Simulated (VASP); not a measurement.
# Au (P6_3/mmc) in VASP: further runs

Au is run at these levels: PBEsol; tasks: single point, relaxation of cell and atoms.

Program: VASP 6.6.1. These are calculated values, not measurements. Logs are shortened: lines on timing, memory, paths and dates and some standing lists are left out, and cuts for length are marked.

**1. The cell of the first run**

The structure is hexagonal, space group P6_3/mmc (No. 194). Conventional cell: a = 2.845 Å, b = 2.845 Å, c = 4.728 Å, α = 90.00°, β = 90.00°, γ = 120.00°. Au (site symmetry -6m2) has 12 Au at 2.84 to 2.88 Å within 3.7 Å.

This isn't the form of Au at room conditions, which is fcc.

**2. Single point, PBEsol**

Input file INCAR:

```
SYSTEM = Au
ALGO = Normal
EDIFF = 1E-6
ENCUT = 520
GGA = PS
ISIF = 2
ISMEAR = -1
LASPH = .True.
LCHARG = .True.
LELF = .True.
LREAL = .False.
LVHAR = .True.
LWAVE = .False.
NBANDS = 18
NELM = 80
PREC = Accurate
SIGMA = 0.05
```

Input file KPOINTS:

```
k-points
0
Gamma
  11 11 6
  0 0 0
```

Input file POSCAR:

```
Au
1.0
    2.8448553789      0.0000000000      0.0000000000
   -1.4224276895      2.4637170282      0.0000000000
    0.0000000000      0.0000000000      4.7278854184
Au
2
Direct
    0.6666666667      0.3333333333      0.2500000000
    0.3333333333      0.6666666667      0.7500000000
```

Potentials or basis: VASP PAW PBE potentials, release 64 (Au).

Command:

```sh
> cat potpaw_PBE.64/Au/POTCAR > POTCAR
> mpirun -np 1 vasp_std > vasp.out
```

OUTCAR:

```text
SYSTEM = Au
   EDIFF = 1E-6
   ENCUT = 520
   GGA = PS
   ISIF = 2
   ISMEAR = -1
   LASPH = .True.
   LREAL = .False.
   NELM = 80
   PREC = Accurate

 ion  position               nearest neighbor table
   1  0.667  0.333  0.250-   2 2.88   2 2.88   2 2.88   2 2.88   2 2.88   2 2.88
   2  0.333  0.667  0.750-   1 2.88   1 2.88   1 2.88   1 2.88   1 2.88   1 2.88

  LATTYP: Found a hexagonal cell.
 ALAT       =     2.8448553789
 C/A-ratio  =     1.6619071231

  Lattice vectors:

 A1 = (   2.8448553789,   0.0000000000,   0.0000000000)
 A2 = (  -1.4224276895,   2.4637170282,   0.0000000000)
 A3 = (   0.0000000000,   0.0000000000,   4.7278854184)

Analysis of symmetry for initial positions (statically):
=====================================================================
 Subroutine PRICEL returns:
 Original cell was already a primitive cell.

 Routine SETGRP: Setting up the symmetry group for a
 hexagonal supercell.

 Subroutine GETGRP returns: Found 24 space group operations
 (whereof 12 operations were pure point group operations)
 out of a pool of 24 trial point group operations.

The static configuration has the point symmetry D_3d.
 The point group associated with its full space group is D_6h.

Analysis of symmetry for dynamics (positions and initial velocities):
=====================================================================
 Subroutine PRICEL returns:
 Original cell was already a primitive cell.

 Routine SETGRP: Setting up the symmetry group for a
 hexagonal supercell.

 Subroutine GETGRP returns: Found 24 space group operations
 (whereof 12 operations were pure point group operations)
 out of a pool of 24 trial point group operations.

The dynamic configuration has the point symmetry D_3d.
 The point group associated with its full space group is D_6h.

 Subroutine INISYM returns: Found 24 space group operations
 (whereof 12 operations are pure point group operations),
 and found     1 'primitive' translations

----------------------------------------------------------------------------------------

                                     Primitive cell

  volume of cell :      33.1374

  direct lattice vectors                    reciprocal lattice vectors
     2.844855379  0.000000000  0.000000000     0.351511717  0.202945385  0.000000000
    -1.422427690  2.463717028  0.000000000     0.000000000  0.405890769  0.000000000
     0.000000000  0.000000000  4.727885418     0.000000000  0.000000000  0.211511048

  length of vectors
     2.844855379  2.844855379  4.727885418     0.405890769  0.405890769  0.211511048

  position of ions in fractional coordinates (direct lattice)
     0.666666667  0.333333333  0.250000000
     0.333333333  0.666666667  0.750000000

  ion indices of the primitive-cell ions
   primitive index   ion index
                 1           1
                 2           2

----------------------------------------------------------------------------------------

 KPOINTS: k-points

Automatic generation of k-mesh.
 Grid dimensions read from file:
 generate k-points for:   11   11    6

 Generating k-lattice:

  Cartesian coordinates                     Fractional coordinates (reciprocal lattice)
     0.031955611  0.018449580  0.000000000     0.090909091  0.000000000  0.000000000
     0.000000000  0.036899161  0.000000000     0.000000000  0.090909091  0.000000000
     0.000000000  0.000000000  0.035251841     0.000000000  0.000000000  0.166666667

  Length of vectors
     0.036899161  0.036899161  0.035251841

  Shift w.r.t. Gamma in fractional coordinates (k-lattice)
     0.000000000  0.000000000  0.000000000

 Subroutine IBZKPT returns following result:
 ===========================================

 Found     64 irreducible k-points:

 Following reciprocal coordinates:
            Coordinates               Weight
  0.000000  0.000000  0.000000      1.000000
  0.090909  0.000000  0.000000      6.000000
  0.181818  0.000000  0.000000      6.000000
  0.272727  0.000000  0.000000      6.000000
  0.363636  0.000000  0.000000      6.000000
  0.454545  0.000000  0.000000      6.000000
[... 16 lines left out ...]
  0.090909  0.090909  0.166667     12.000000
  0.181818  0.090909  0.166667     24.000000
 [... further k-points ...]
   k-points           NKPTS =     64   k-points in BZ     NKDIM =     64   number of bands    NBANDS=     18
   number of dos      NEDOS =    301   number of ions     NIONS =      2
   total plane-waves  NPLWV =  20736
   dimension x,y,z NGX =    24 NGY =   24 NGZ =   36
   dimension x,y,z NGXF=    48 NGYF=   48 NGZF=   72
   ions per type =               2
   NGX,Y,Z   is equivalent  to a cutoff of  14.02, 14.02, 12.66 a.u.
   NGXF,Y,Z  is equivalent  to a cutoff of  28.05, 28.05, 25.32 a.u.
 SYSTEM =  Au
   PREC   = accura    normal or accurate (medium, high low for compatibility)
   ISTART =      0    job   : 0-new  1-cont  2-samecut
   ICHARG =      2    charge: 1-file 2-atom 10-const
   ISPIN  =      1    spin polarized calculation?
   LNONCOLLINEAR =      F non collinear calculations
   LSORBIT =      F    spin-orbit coupling
   LASPH  =      T    aspherical Exc in radial PAW
   ENCUT  =  520.0 eV  38.22 Ry    6.18 a.u.   5.29  5.29  8.79*2*pi/ulx,y,z
   NELM   =     80;   NELMIN=  2; NELMDL= -5     # of ELM steps
   EDIFF  = 0.1E-05   stopping-criterion for ELM
   LREAL  =      F    real-space projection
   EDIFFG = 0.1E-04   stopping-criterion for IOM
   NSW    =      0    number of steps for IOM
   IBRION =     -1    ionic relax: 0-MD 1-quasi-New 2-CG
   NFREE  =      0    steps in history (QN), initial steepest desc. (CG)
   ISIF   =      2    stress and relaxation
   ISYM   =      2    0-nonsym 1-usesym 2-fastsym
   POTIM  = 0.5000    time-step for ionic-motion
   TEBEG  =    0.0;   TEEND  =   0.0 temperature during run
   PSTRESS=    0.0 pullay stress
   NELECT =      22.0000    total number of electrons
   NUPDOWN=      -1.0000    fix difference up-down
   EMIN   =  10.00;   EMAX   =-10.00  energy-range for DOS
   EFERMI =   0.00;   METHOD = LEGACY
   ISMEAR =    -1;   SIGMA  =   0.05  broadening in eV -4-tet -1-fermi 0-gaus
   EFERMI_NEDOS =   21; number of points for ismear=-14 and -15
   IALGO  =     38    algorithm
   IMIX   =      4    mixing-type and parameters
     AMIX     =   0.40;   BMIX     =  1.00
     AMIX_MAG =   1.60;   BMIX_MAG =  1.00
  volume/ion in A,a.u.               =      16.57       111.81
  Fermi-wavevector in a.u.,A,eV,Ry     =   1.428158  2.698828 27.750941  2.039637
  Thomas-Fermi vector in A             =   2.548250
   LORBIT       =      0    0 simple, 1 ext, 2 COOP (PROOUT), +10 PAW based schemes
   GGA     = PS    functional components
   LHFCALC =     F    Hartree Fock is set to
   AEXX    =    0.0000 exact exchange contribution
   IVDW    =     0    specifies the selected vdW correction
   LEPSILON=     F    determine dielectric tensor
   LRPA    =     F    only Hartree local field effects (RPA)
 non-spin polarized calculation
  energy-cutoff  :      520.00
  volume of cell :       33.14
 maximum number of plane-waves:       906
 NGX is ok and might be reduce to    24
   NGX = 11   NGY = 11   NGZ = 17

 number of electron      21.9999999 magnetization

 Free energy of the ion-electron system (eV)
  ---------------------------------------------------
  ext. energy  EPLUGINS =         0.00000000
  ---------------------------------------------------
  free energy    TOTEN  =        -7.82732571 eV

  energy without entropy =       -7.81978803  energy(sigma->0) =       -7.82355687

 E-fermi :   9.7231     XC(G=0): -13.0524

 val. band max:        9.7112216293   @ k =   0.4545   0.0000   0.5000
 cond. band min:       9.7368634886   @ k =   0.0909   0.0000   0.0000
 fundamental gap:      0.0256418593
 Fermi energy:         9.7230836489

 k-point     1 :       0.0000    0.0000    0.0000
  band No.  band energies     occupation
      1      -0.4698      2.00000
      2       2.0989      2.00000
      3       4.7889      2.00000
      4       5.0332      2.00000
      5       5.0332      2.00000
      6       5.3789      2.00000
[... 10 lines left out ...]
     17      28.3643      0.00000
     18      28.3643      0.00000

 k-point     2 :       0.0909    0.0000    0.0000
  band No.  band energies     occupation
      1      -0.2043      2.00000
      2       2.3162      2.00000
      3       4.6542      2.00000
      4       5.1409      2.00000
      5       5.2147      2.00000
      6       5.2943      2.00000
[... 10 lines left out ...]
     17      27.0909      0.00000
     18      27.6631      0.00000

 k-point     3 :       0.1818    0.0000    0.0000
  band No.  band energies     occupation
      1       0.5411      2.00000
      2       2.8290      2.00000
      3       4.4179      2.00000
      4       5.0038      2.00000
      5       5.0092      2.00000
      6       5.5865      2.00000
[... 10 lines left out ...]
     17      26.3646      0.00000
     18      27.0536      0.00000

 k-point     4 :       0.2727    0.0000    0.0000
  band No.  band energies     occupation
      1       1.5568      2.00000
      2       3.0661      2.00000
      3       4.1402      2.00000
      4       4.5671      2.00000
      5       4.9013      2.00000
      6       5.3730      2.00000
[... 375 lines left out ...]
      4       4.3493      2.00000
      5       5.1484      2.00000
      6       5.5993      2.00000
[... 10 lines left out ...]
     17      22.3433      0.00000
     18      25.1770      0.00000

 k-point    23 :       0.0909    0.0909    0.1667
  band No.  band energies     occupation
      1       0.5288      2.00000
      2       2.7225      2.00000
      3       4.4720      2.00000
      4       4.8117      2.00000
      5       4.9879      2.00000
      6       5.3950      2.00000
[... 10 lines left out ...]
     17      26.2842      0.00000
     18      27.6437      0.00000

 k-point    24 :       0.1818    0.0909    0.1667
  band No.  band energies     occupation
      1       1.4003      2.00000
      2       3.2605      2.00000
      3       4.2058      2.00000
      4       4.3229      2.00000
      5       4.8321      2.00000
      6       5.2893      2.00000
[... 10 lines left out ...]
     17      25.9338      0.00000
     18      27.5975      0.00000

 [... further k-points ...]

------------------------ aborting loop because EDIFF is reached ----------------------------------------

  FORCE on cell =-STRESS in cart. coord.  units (eV):
  Direction    XX          YY          ZZ          XY          YZ          ZX
  --------------------------------------------------------------------------------------
  -------------------------------------------------------------------------------------
  Total        0.9766488      0.9766488      0.9713255     -0.0000000     -0.0000000      0.0000000
  in kB       47.2205511     47.2205511     46.9631702     -0.0000000     -0.0000000      0.0000000
  external PRESSURE =      47.1347575 kB  Pullay stress =       0.0000000 kB

 VOLUME and BASIS-vectors are now :
 -----------------------------------------------------------------------------
  energy-cutoff  :      520.00
  volume of cell :       33.14
      direct lattice vectors                 reciprocal lattice vectors
     2.844855379  0.000000000  0.000000000     0.351511717  0.202945385  0.000000000
    -1.422427690  2.463717028  0.000000000     0.000000000  0.405890769  0.000000000
     0.000000000  0.000000000  4.727885418     0.000000000  0.000000000  0.211511048

 POSITION                                       TOTAL-FORCE (eV/Angst)
 -----------------------------------------------------------------------------------
      1.42243      0.82124      1.18197         0.000000      0.000000      0.000000
     -0.00000      1.64248      3.54591        -0.000000     -0.000000      0.000000
 -----------------------------------------------------------------------------------
    total drift:                               -0.000000      0.000000     -0.000000

  FREE ENERGIE OF THE ION-ELECTRON SYSTEM (eV)
  ---------------------------------------------------
  free  energy   TOTEN  =        -7.8273257094 eV

  energy  without entropy=       -7.8197880290  energy(sigma->0) =       -7.82355687
```

It took 21 s on 1 thread of Intel Xeon 8259CL, shared host; peak memory 0.17 GiB.

Results:

```yaml
Free_energy: -7.8273 eV
Pressure: 4.7 GPa
Band_gap_on_the_k_mesh: zero (bands 11 and 12 overlap by 6.48 eV)
```

Caveat: the cell stands under pressure; the PAW data sets were made with another functional, which shifts forces and pressure a little; spin-orbit coupling is left out, which moves the levels of the heavy elements.

**3. Single point, PBEsol**

This run uses another cell than the first one, of 17.02 Å³/atom.

Input file INCAR:

```
SYSTEM = Au
PREC     = Accurate       ! precision mode
ENCUT    = 520            ! plane-wave cutoff, eV
EDIFF    = 1E-6           ! SCF threshold, eV
ISMEAR   = -1             ! smearing method
SIGMA    = 0.05           ! smearing width, eV
LREAL    = .FALSE.        ! projectors in reciprocal space
LASPH    = .TRUE.         ! aspherical terms in the spheres
NELM     = 80             ! most SCF steps
ALGO     = Normal         ! electronic algorithm
ISIF     = 2              ! what is computed and relaxed
LWAVE    = .FALSE.        ! write WAVECAR
LCHARG   = .FALSE.        ! write CHGCAR
GGA      = PS             ! functional
NBANDS   = 18             ! bands
```

Input file KPOINTS:

```
regular mesh
0
G
  11 11 6
  0 0 0
```

Input file POSCAR:

```
Au
1.0
    2.8687944942      0.0000000000      0.0000000000
   -1.4343972471      2.4844489102      0.0000000000
    0.0000000000      0.0000000000      4.7766283982
Au
2
Direct
    0.6666666667      0.3333333333      0.2500000000
    0.3333333333      0.6666666667      0.7500000000
```

Potentials or basis: VASP PAW PBE potentials, release 64 (Au).

Command:

```sh
> cat potpaw_PBE.64/Au/POTCAR > POTCAR
> mpirun -np 1 vasp_std > vasp.out
```

Run time: 21 s. Hardware: 1 thread of Intel Xeon 8259CL, shared host; peak memory 0.17 GiB.

The run converged. Its results:

```yaml
Free_energy: -7.8403 eV
Pressure: -0.3 GPa
Band_gap_on_the_k_mesh: zero (bands 11 and 12 overlap by 6.35 eV)
```

Levels at points of the mesh, in eV from the Fermi level:
```csv
k point,band 7,band 8,band 9,band 10,band 11,band 12,band 13,band 14,band 15,band 16
"(0.00, 0.00, 0.00)",-4.22,-3.58,-3.58,-2.15,-2.15,-1.14,2.80,14.53,15.86,16.79
"(0.00, 0.00, 0.50)",-4.59,-4.59,-2.62,-2.62,-2.62,-2.62,10.82,10.82,14.84,14.84
```

Caveat: the PAW data sets were made with another functional, which shifts forces and pressure a little; spin-orbit coupling is left out, which moves the levels of the heavy elements.

**4. Relaxation of cell and atoms, PBEsol**

This run uses another cell than the first one, of 17.77 Å³/atom.

Input file INCAR:

```
  ALGO = Normal
  EDIFF = 1E-6
  EDIFFG = -0.005
  ENCUT = 600
  GGA = PS
  IBRION = 2
  ISIF = 3
  ISMEAR = -1
  LASPH = T
  LCHARG = F
  LREAL = F
  LWAVE = F
  NELM = 60
  NSW = 80
  PREC = Accurate
  SIGMA = 0.05
```

Input file KPOINTS:

```
k-points
0
Gamma
  11 11 6
```

Input file POSCAR:

```
Au
1.0
    2.9000000000      0.0000000000      0.0000000000
   -1.4500000000      2.5114736710      0.0000000000
    0.0000000000      0.0000000000      4.8800000000
Au
2
Direct
    0.6666666667      0.3333333333      0.2500000000
    0.3333333333      0.6666666667      0.7500000000
```

Command:

```sh
> cat potpaw_PBE.64/Au/POTCAR > POTCAR
> mpirun -np 1 vasp_std > vasp.out
```

It took 2.5 min on 1 thread of Intel Xeon 8259CL, shared host; peak memory 0.19 GiB.

It converged, with:

```
Free energy                           : -7.8402 eV
Relaxed volume                        : 17.01 Å³/atom
Relaxed cell                          : a = 2.868 Å, b = 2.868 Å, c = 4.775 Å, α = 90.00°, β = 90.00°, γ = 120.00°
Space group after relaxing (to 0.1 Å) : P6_3/mmc (No. 194)
Energy gained by relaxing             : 16.7 meV/atom
Ionic steps                           : 9
Pressure after relaxing               : 0.0 GPa
Band gap on the k mesh                : zero (bands 11 and 12 overlap by 6.35 eV)
```

Step by step:
```csv
step,energy change (eV),largest force (eV/Å),pressure (GPa),volume (Å³)
1,0.0000,0.0000,-6.59,35.54
2,0.0484,0.0000,13.29,31.91
3,-0.0327,0.0000,-0.09,34.05
4,-0.0327,0.0000,0.03,34.02
5,-0.0333,0.0000,0.05,34.01
6,-0.0335,0.0000,0.07,34.00
7,-0.0335,0.0000,0.07,34.00
8,-0.0335,0.0000,-0.13,34.04
9,-0.0335,0.0000,-0.02,34.02
```

Final structure:
```
CELL_PARAMETERS angstrom
2.86809 0.00000 0.00000
-1.43404 2.48384 0.00000
0.00000 0.00000 4.77485
ATOMIC_POSITIONS crystal
Au 0.66667 0.33333 0.25000
Au 0.33333 0.66667 0.75000
```

Levels at points of the mesh, in eV from the Fermi level:
| k point | band 8 | band 9 | band 10 | band 11 | band 12 | band 13 | band 14 | band 15 |
| --- | --- | --- | --- | --- | --- | --- | --- | --- |
| (0.00, 0.00, 0.00) | -3.58 | -3.58 | -2.15 | -2.15 | -1.14 | 2.81 | 14.53 | 15.86 |
| (0.00, 0.00, 0.50) | -4.60 | -2.62 | -2.62 | -2.62 | -2.62 | 10.83 | 10.83 | 14.84 |

Caveat: the PAW data sets were made with another functional, which shifts forces and pressure a little; spin-orbit coupling is left out, which moves the levels of the heavy elements.

[end of part 1 of 2]
